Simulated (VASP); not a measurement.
# Os (P6_3/mmc) in VASP: notebook

The runs below take Os through single point, with PBE.

All numbers are computed with VASP 6.6.1; they aren't measurements. Logs are shortened: lines on timing, memory, paths and dates and some standing lists are left out, and cuts for length are marked.

### Step 1. The cell of the first run

Symmetry: P6_3/mmc, No. 194, hexagonal system. The conventional cell has a = 2.592 Å, b = 2.592 Å, c = 4.124 Å, α = 90.00°, β = 90.00°, γ = 120.00°. Within 3.4 Å of Os (site symmetry -6m2) lie 12 Os at 2.55 to 2.59 Å.

### Step 2. Single point, PBE (11.99 Å³/atom)

Contents of INCAR:

```
  PREC = Accurate
  ENCUT = 520
  EDIFF = 1E-7
  ISMEAR = -1
  SIGMA = 0.08
  LREAL = F
  LASPH = T
  NELM = 100
  ALGO = Normal
  ISIF = 2
  LWAVE = F
  LCHARG = F
  GGA = PE
  NBANDS = 15
```

Contents of KPOINTS:

```
regular mesh
0
Gamma
  18 18 10
```

Contents of POSCAR:

```
Os
1.0
    2.5916177627      0.0000000000      0.0000000000
   -1.2958088813      2.2444068194      0.0000000000
    0.0000000000      0.0000000000      4.1243307778
Os
2
Direct
    0.3333333333      0.6666666667      0.2500000000
    0.6666666667      0.3333333333      0.7500000000
```

Potentials or basis: VASP PAW PBE potentials, release 64 (Os).

Started as:

```console
cat potpaw_PBE.64/Os/POTCAR > POTCAR
mpirun -np 1 vasp_std > vasp.out
```

OUTCAR:

```text
PREC = Accurate
   ENCUT = 520
   EDIFF = 1E-7
   ISMEAR = -1
   LREAL = F
   LASPH = T
   NELM = 100
   ISIF = 2
   GGA = PE

 ion  position               nearest neighbor table
   1  0.333  0.667  0.250-   2 2.55   2 2.55   2 2.55   2 2.55   2 2.55   2 2.55
   2  0.667  0.333  0.750-   1 2.55   1 2.55   1 2.55   1 2.55   1 2.55   1 2.55

  LATTYP: Found a hexagonal cell.
 ALAT       =     2.5916177627
 C/A-ratio  =     1.5914116801

  Lattice vectors:

 A1 = (   2.5916177627,   0.0000000000,   0.0000000000)
 A2 = (  -1.2958088813,   2.2444068194,   0.0000000000)
 A3 = (   0.0000000000,   0.0000000000,   4.1243307778)

Analysis of symmetry for initial positions (statically):
=====================================================================
 Subroutine PRICEL returns:
 Original cell was already a primitive cell.

 Routine SETGRP: Setting up the symmetry group for a
 hexagonal supercell.

 Subroutine GETGRP returns: Found 24 space group operations
 (whereof 12 operations were pure point group operations)
 out of a pool of 24 trial point group operations.

The static configuration has the point symmetry D_3d.
 The point group associated with its full space group is D_6h.

Analysis of symmetry for dynamics (positions and initial velocities):
=====================================================================
 Subroutine PRICEL returns:
 Original cell was already a primitive cell.

 Routine SETGRP: Setting up the symmetry group for a
 hexagonal supercell.

 Subroutine GETGRP returns: Found 24 space group operations
 (whereof 12 operations were pure point group operations)
 out of a pool of 24 trial point group operations.

The dynamic configuration has the point symmetry D_3d.
 The point group associated with its full space group is D_6h.

 Subroutine INISYM returns: Found 24 space group operations
 (whereof 12 operations are pure point group operations),
 and found     1 'primitive' translations

----------------------------------------------------------------------------------------

                                     Primitive cell

  volume of cell :      23.9898

  direct lattice vectors                    reciprocal lattice vectors
     2.591617763  0.000000000  0.000000000     0.385859371  0.222776012  0.000000000
    -1.295808881  2.244406819  0.000000000     0.000000000  0.445552024  0.000000000
     0.000000000  0.000000000  4.124330778     0.000000000  0.000000000  0.242463579

  length of vectors
     2.591617763  2.591617763  4.124330778     0.445552024  0.445552024  0.242463579

  position of ions in fractional coordinates (direct lattice)
     0.333333333  0.666666667  0.250000000
     0.666666667  0.333333333  0.750000000

  ion indices of the primitive-cell ions
   primitive index   ion index
                 1           1
                 2           2

----------------------------------------------------------------------------------------

 KPOINTS: regular mesh

Automatic generation of k-mesh.
 Grid dimensions read from file:
 generate k-points for:   18   18   10

 Generating k-lattice:

  Cartesian coordinates                     Fractional coordinates (reciprocal lattice)
     0.021436632  0.012376445  0.000000000     0.055555556 -0.000000000  0.000000000
     0.000000000  0.024752890  0.000000000     0.000000000  0.055555556  0.000000000
     0.000000000  0.000000000  0.024246358     0.000000000  0.000000000  0.100000000

  Length of vectors
     0.024752890  0.024752890  0.024246358

  Shift w.r.t. Gamma in fractional coordinates (k-lattice)
     0.000000000  0.000000000  0.000000000

 Subroutine IBZKPT returns following result:
 ===========================================

 Found    222 irreducible k-points:

 Following reciprocal coordinates:
            Coordinates               Weight
  0.000000  0.000000  0.000000      1.000000
  0.055556  0.000000  0.000000      6.000000
  0.111111  0.000000  0.000000      6.000000
  0.166667  0.000000  0.000000      6.000000
  0.222222  0.000000  0.000000      6.000000
  0.277778  0.000000  0.000000      6.000000
[... 16 lines left out ...]
  0.333333  0.111111  0.000000     12.000000
  0.388889  0.111111  0.000000     12.000000
 [... further k-points ...]
   k-points           NKPTS =    222   k-points in BZ     NKDIM =    222   number of bands    NBANDS=     15
   number of dos      NEDOS =    301   number of ions     NIONS =      2
   total plane-waves  NPLWV =  12800
   dimension x,y,z NGX =    20 NGY =   20 NGZ =   32
   dimension x,y,z NGXF=    40 NGYF=   40 NGZF=   64
   ions per type =               2
   NGX,Y,Z   is equivalent  to a cutoff of  12.83, 12.83, 12.90 a.u.
   NGXF,Y,Z  is equivalent  to a cutoff of  25.66, 25.66, 25.80 a.u.
 SYSTEM =  unknown system
   PREC   = accura    normal or accurate (medium, high low for compatibility)
   ISTART =      0    job   : 0-new  1-cont  2-samecut
   ICHARG =      2    charge: 1-file 2-atom 10-const
   ISPIN  =      1    spin polarized calculation?
   LNONCOLLINEAR =      F non collinear calculations
   LSORBIT =      F    spin-orbit coupling
   LASPH  =      T    aspherical Exc in radial PAW
   ENCUT  =  520.0 eV  38.22 Ry    6.18 a.u.   4.82  4.82  7.67*2*pi/ulx,y,z
   NELM   =    100;   NELMIN=  2; NELMDL= -5     # of ELM steps
   EDIFF  = 0.1E-06   stopping-criterion for ELM
   LREAL  =      F    real-space projection
   EDIFFG = 0.1E-05   stopping-criterion for IOM
   NSW    =      0    number of steps for IOM
   IBRION =     -1    ionic relax: 0-MD 1-quasi-New 2-CG
   NFREE  =      0    steps in history (QN), initial steepest desc. (CG)
   ISIF   =      2    stress and relaxation
   ISYM   =      2    0-nonsym 1-usesym 2-fastsym
   POTIM  = 0.5000    time-step for ionic-motion
   TEBEG  =    0.0;   TEEND  =   0.0 temperature during run
   PSTRESS=    0.0 pullay stress
   NELECT =      16.0000    total number of electrons
   NUPDOWN=      -1.0000    fix difference up-down
   EMIN   =  10.00;   EMAX   =-10.00  energy-range for DOS
   EFERMI =   0.00;   METHOD = LEGACY
   ISMEAR =    -1;   SIGMA  =   0.08  broadening in eV -4-tet -1-fermi 0-gaus
   EFERMI_NEDOS =   21; number of points for ismear=-14 and -15
   IALGO  =     38    algorithm
   IMIX   =      4    mixing-type and parameters
     AMIX     =   0.40;   BMIX     =  1.00
     AMIX_MAG =   1.60;   BMIX_MAG =  1.00
  volume/ion in A,a.u.               =      11.99        80.95
  Fermi-wavevector in a.u.,A,eV,Ry     =   1.430341  2.702952 27.835811  2.045874
  Thomas-Fermi vector in A             =   2.550196
   LORBIT       =      0    0 simple, 1 ext, 2 COOP (PROOUT), +10 PAW based schemes
   GGA     = PE    functional components
   LHFCALC =     F    Hartree Fock is set to
   AEXX    =    0.0000 exact exchange contribution
   IVDW    =     0    specifies the selected vdW correction
   LEPSILON=     F    determine dielectric tensor
   LRPA    =     F    only Hartree local field effects (RPA)
 non-spin polarized calculation
  energy-cutoff  :      520.00
  volume of cell :       23.99
 maximum number of plane-waves:       666
 NGX is ok and might be reduce to    20
   NGX =  9   NGY =  9   NGZ = 15

 number of electron      15.9999999 magnetization

 Free energy of the ion-electron system (eV)
  ---------------------------------------------------
  ext. energy  EPLUGINS =         0.00000000
  ---------------------------------------------------
  free energy    TOTEN  =       -21.21402405 eV

  energy without entropy =      -21.19103588  energy(sigma->0) =      -21.20252996

 E-fermi :  11.9950     XC(G=0): -14.9606

 val. band max:       11.9855704229   @ k =   0.3333   0.1667   0.3000
 cond. band min:      11.9951864856   @ k =   0.2778   0.1667   0.2000
 fundamental gap:      0.0096160628
 Fermi energy:        11.9949576494

 k-point     1 :       0.0000    0.0000    0.0000
  band No.  band energies     occupation
      1      -0.3966      2.00000
      2       2.5842      2.00000
      3       8.1369      2.00000
      4       8.1369      2.00000
      5       8.3687      2.00000
      6       9.1979      2.00000
      7       9.1979      2.00000
      8      10.1216      2.00000
      9      10.1216      2.00000
     10      12.0383      0.73571
     11      14.1051      0.00000
     12      14.1051      0.00000
     13      22.9151      0.00000
     14      25.8961      0.00000
     15      28.7174      0.00000

 k-point     2 :       0.0556    0.0000    0.0000
  band No.  band energies     occupation
      1      -0.2447      2.00000
      2       2.7220      2.00000
      3       7.7586      2.00000
      4       8.2749      2.00000
      5       8.6998      2.00000
      6       9.0971      2.00000
      7       9.3287      2.00000
      8       9.9180      2.00000
      9      10.0025      2.00000
     10      11.3232      1.99955
     11      14.1936      0.00000
     12      15.0409      0.00000
     13      22.9324      0.00000
     14      26.2359      0.00000
     15      28.9270      0.00000

 k-point     3 :       0.1111    0.0000    0.0000
  band No.  band energies     occupation
      1       0.1952      2.00000
      2       3.1049      2.00000
      3       7.2344      2.00000
      4       8.6840      2.00000
      5       8.7874      2.00000
      6       9.1396      2.00000
      7       9.1925      2.00000
      8       9.6899      2.00000
      9       9.7152      2.00000
     10      10.5555      2.00000
     11      14.4162      0.00000
     12      16.6517      0.00000
     13      22.9282      0.00000
     14      27.1894      0.00000
     15      29.4793      0.00000
[... 343 lines left out ...]
 k-point    23 :       0.3333    0.1111    0.0000
  band No.  band energies     occupation
      1       3.7451      2.00000
      2       3.9878      2.00000
      3       4.4057      2.00000
      4       7.3549      2.00000
      5       7.5666      2.00000
      6       8.9955      2.00000
      7       9.1975      2.00000
      8      12.9366      0.00002
      9      14.0253      0.00000
     10      15.1324      0.00000
     11      15.7720      0.00000
     12      22.2482      0.00000
     13      22.7008      0.00000
     14      25.0407      0.00000
     15      25.3308      0.00000

 k-point    24 :       0.3889    0.1111    0.0000
  band No.  band energies     occupation
      1       3.5768      2.00000
      2       4.0673      2.00000
      3       4.0675      2.00000
      4       7.5093      2.00000
      5       7.9732      2.00000
      6       8.7692      2.00000
      7       9.5992      2.00000
      8      14.0163      0.00000
      9      14.6183      0.00000
     10      15.1680      0.00000
     11      17.0354      0.00000
     12      20.5738      0.00000
     13      22.9121      0.00000
     14      23.7873      0.00000
     15      26.2359      0.00000

 [... further k-points ...]
[... 5 lines left out ...]
  --------------------------------------------------------------------------------------
  -------------------------------------------------------------------------------------
  Total       16.1195306     16.1195306     16.1004065      0.0000000      0.0000000      0.0000000
  in kB     1076.5568239   1076.5568239   1075.2795997      0.0000000      0.0000000      0.0000000
  external PRESSURE =    1076.1310825 kB  Pullay stress =       0.0000000 kB

 VOLUME and BASIS-vectors are now :
 -----------------------------------------------------------------------------
  energy-cutoff  :      520.00
  volume of cell :       23.99
      direct lattice vectors                 reciprocal lattice vectors
     2.591617763  0.000000000  0.000000000     0.385859371  0.222776012  0.000000000
    -1.295808881  2.244406819  0.000000000     0.000000000  0.445552024  0.000000000
     0.000000000  0.000000000  4.124330778     0.000000000  0.000000000  0.242463579

 POSITION                                       TOTAL-FORCE (eV/Angst)
 -----------------------------------------------------------------------------------
     -0.00000      1.49627      1.03108        -0.000000      0.000000      0.000000
      1.29581      0.74814      3.09325         0.000000      0.000000      0.000000
 -----------------------------------------------------------------------------------
    total drift:                               -0.000000      0.000000     -0.000000

  FREE ENERGIE OF THE ION-ELECTRON SYSTEM (eV)
  ---------------------------------------------------
  free  energy   TOTEN  =       -21.2140240495 eV

  energy  without entropy=      -21.1910358784  energy(sigma->0) =      -21.20252996
```

Wall time 37 s (1 thread of Intel Xeon Platinum 8488C (Sapphire Rapids), shared host); peak memory 0.19 GiB.

What came out:

* Free energy: -21.2140 eV
* Pressure: 107.6 GPa
* Band gap on the k mesh: zero (bands 8 and 9 overlap by 5.08 eV)

Caveat: the cell stands under pressure; spin-orbit coupling is left out, which moves the levels of the heavy elements.

### Step 3. Single point, PBE (13.14 Å³/atom)

This run uses another cell than the first one, of 13.14 Å³/atom.

Contents of INCAR:

```
SYSTEM = Os
PREC = Accurate ; ENCUT = 520
EDIFF = 1E-7 ; ISMEAR = -1
SIGMA = 0.08 ; LREAL = .FALSE.
LASPH = .TRUE. ; NELM = 100
ALGO = Normal ; ISIF = 2
LWAVE = .FALSE. ; LCHARG = .FALSE.
GGA = PE ; NBANDS = 15
```

Contents of KPOINTS:

```
regular mesh
0
G
  18 18 10
  0 0 0
```

Contents of POSCAR:

```
Os
1.0
    2.6746362613      0.0000000000      0.0000000000
   -1.3373181307      2.3163029482      0.0000000000
    0.0000000000      0.0000000000      4.2410605178
Os
2
Direct
    0.3333333333      0.6666666667      0.2500000000
    0.6666666667      0.3333333333      0.7500000000
```

Potentials or basis: VASP PAW PBE potentials, release 64 (Os).

Started as:

```console
cat potpaw_PBE.64/Os/POTCAR > POTCAR
mpirun -np 1 vasp_std > vasp.out
```

It took 32 s on 1 thread of Intel Xeon Platinum 8488C (Sapphire Rapids), shared host; peak memory 0.19 GiB.

The run converged. Its results:

```
Free energy            : -22.2391 eV
Pressure               : 41.2 GPa
Band gap on the k mesh : zero (bands 8 and 9 overlap by 4.38 eV)
```

Stress tensor (GPa, compression positive):
```
41.25  0.00  0.00
 0.00 41.25  0.00
 0.00  0.00 41.12
```

Levels at points of the mesh, in eV from the Fermi level:
| k point | band 4 | band 5 | band 6 | band 7 | band 8 | band 9 | band 10 | band 11 | band 12 | band 13 |
| --- | --- | --- | --- | --- | --- | --- | --- | --- | --- | --- |
| (0.00, 0.00, 0.00) | -3.37 | -3.13 | -2.44 | -2.44 | -1.68 | -1.68 | -0.01 | 1.85 | 1.85 | 9.79 |
| (0.50, 0.00, 0.00) | -3.88 | -3.07 | -2.82 | -2.07 | 2.30 | 2.91 | 3.01 | 4.87 | 6.23 | 9.91 |
| (0.00, 0.00, 0.50) | -3.91 | -3.56 | -3.56 | -3.56 | -3.56 | 0.99 | 0.99 | 0.99 | 0.99 | 13.74 |
| (0.50, 0.00, 0.50) | -5.87 | -1.32 | -1.32 | -0.16 | -0.16 | 2.66 | 2.66 | 3.61 | 3.61 | 9.89 |

Caveat: the cell stands under pressure; spin-orbit coupling is left out, which moves the levels of the heavy elements.

### Step 4. Single point, PBE (13.14 Å³/atom)

This run uses another cell than the first one, of 13.14 Å³/atom.

Contents of INCAR:

```
  PREC = Accurate
  ENCUT = 520
  EDIFF = 1E-6
  ISMEAR = -1
  SIGMA = 0.08
  LREAL = F
  LASPH = T
  NELM = 100
  ALGO = Normal
  ISIF = 2
  LWAVE = F
  LCHARG = F
  GGA = PE
  NBANDS = 15
```

Contents of KPOINTS:

```
Automatic mesh
0
Gamma
  18 18 10
```

POSCAR is that of step 3.

Potentials or basis: VASP PAW PBE potentials, release 64 (Os).

Started as:

```console
cat potpaw_PBE.64/Os/POTCAR > POTCAR
mpirun -np 1 vasp_std > vasp.out
```

OUTCAR:

```text
PREC = Accurate
   ENCUT = 520
   EDIFF = 1E-6
   ISMEAR = -1
   LREAL = F
   LASPH = T
   NELM = 100
   ISIF = 2
   GGA = PE

 ion  position               nearest neighbor table
   1  0.333  0.667  0.250-   2 2.62   2 2.62   2 2.62   2 2.62   2 2.62   2 2.62
   2  0.667  0.333  0.750-   1 2.62   1 2.62   1 2.62   1 2.62   1 2.62   1 2.62

  LATTYP: Found a hexagonal cell.
 ALAT       =     2.6746362613
 C/A-ratio  =     1.5856587975

  Lattice vectors:

 A1 = (   2.6746362613,   0.0000000000,   0.0000000000)
[... 610 lines left out ...]
      9      12.7118      0.00000
     10      13.2148      0.00000
     11      14.8022      0.00000
     12      18.0356      0.00000
     13      20.4595      0.00000
     14      21.4773      0.00000
     15      23.4712      0.00000

 [... further k-points ...]
[... 5 lines left out ...]
  --------------------------------------------------------------------------------------
  -------------------------------------------------------------------------------------
  Total        6.7639590      6.7639590      6.7427187     -0.0000000      0.0000000      0.0000000
  in kB      412.4554001    412.4554001    411.1601982     -0.0000000      0.0000000      0.0000000
  external PRESSURE =     412.0236661 kB  Pullay stress =       0.0000000 kB

 VOLUME and BASIS-vectors are now :
 -----------------------------------------------------------------------------
  energy-cutoff  :      520.00
  volume of cell :       26.27
      direct lattice vectors                 reciprocal lattice vectors
     2.674636261  0.000000000  0.000000000     0.373882615  0.215861229  0.000000000
    -1.337318131  2.316302948  0.000000000     0.000000000  0.431722457  0.000000000
     0.000000000  0.000000000  4.241060518     0.000000000  0.000000000  0.235790080

 POSITION                                       TOTAL-FORCE (eV/Angst)
 -----------------------------------------------------------------------------------
     -0.00000      1.54420      1.06027        -0.000000      0.000000      0.000000
      1.33732      0.77210      3.18080         0.000000     -0.000000      0.000000
 -----------------------------------------------------------------------------------
    total drift:                                0.000000     -0.000000     -0.000000

  FREE ENERGIE OF THE ION-ELECTRON SYSTEM (eV)
  ---------------------------------------------------
  free  energy   TOTEN  =       -22.2391488388 eV

  energy  without entropy=      -22.2134381617  energy(sigma->0) =      -22.22629350
```

stdout:

```text
POSCAR found type information on POSCAR Os
 POSCAR found :  1 types and       2 ions
 scaLAPACK will be used
 LDA part: xc-table for (Slater+PW92), standard interpolation
 POSCAR, INCAR and KPOINTS ok, starting setup
 FFT: planning ... GRIDC
 FFT: planning ... GRID_SOFT
 FFT: planning ... GRID
 WAVECAR not read
 entering main loop
```

Wall time 28 s (1 thread of Intel Xeon Platinum 8488C (Sapphire Rapids), shared host); peak memory 0.2 GiB.

Results:

```
Free energy            : -22.2391 eV
Pressure               : 41.2 GPa
Band gap on the k mesh : zero (bands 8 and 9 overlap by 4.38 eV)
```

Stress tensor (GPa, compression positive):
```
41.25  0.00  0.00
 0.00 41.25  0.00
 0.00  0.00 41.12
```

Caveat: the cell stands under pressure; spin-orbit coupling is left out, which moves the levels of the heavy elements.

(Continued in part 2 of 2.)
